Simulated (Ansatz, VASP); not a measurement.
**One calculation of MgBe2SO2, two programs**

```xyz
6
Lattice="3.3512 0.0000 0.0000 0.0000 3.3512 0.0000 0.0000 0.0000 8.8131" Properties=species:S:1:pos:R:3 pbc="T T T"
Mg    0.0000    0.0000    0.0000
Be    1.6756    1.6756    0.0000
Be    0.0000    0.0000    4.4066
S     1.6756    1.6756    4.4066
O     1.6756    0.0000    8.1132
O     0.0000    1.6756    0.6999
```

Change from the starting cell: species swapped into the Li2MgCdP2 type (P-4m2, No. 115).

Alike in both runs: functional PBE; k mesh 6 × 6 × 2; occupations gaussian, width 0.1 eV; no spin polarisation.

Ansatz relaxed the structure, and its values are those at the end. VASP's run is a single point on that final structure, the one shown.

|  | VASP | Ansatz |
| --- | --- | --- |
| version | VASP 6.6.1 | Ansatz 0.2.0 |
| potentials or method | VASP PAW PBE potentials, release 64 (Mg_sv, Be, S, O), cutoff 840 eV | scalar-relativistic, plane waves, PAW |
| valence electrons in the cell | 32 | 32 |

VASP gave:

| Item | Value |
| --- | --- |
| gap on the k mesh at the Fermi level (eV) | 0.27 |
| least direct gap on the mesh (eV) | 0.58 |
| pressure (GPa) | 0.2 |
| rms of the force components (eV/Å) | 0.011 |

**Question.** Which values does Ansatz return?

**Answer.** gap on the k mesh at the Fermi level (eV): 0.26; least direct gap on the mesh (eV): 0.57; pressure (GPa): 0.0; rms of the force components (eV/Å): 0.002.

With one functional, cell and mesh, what is left measures potentials, basis and numerics.
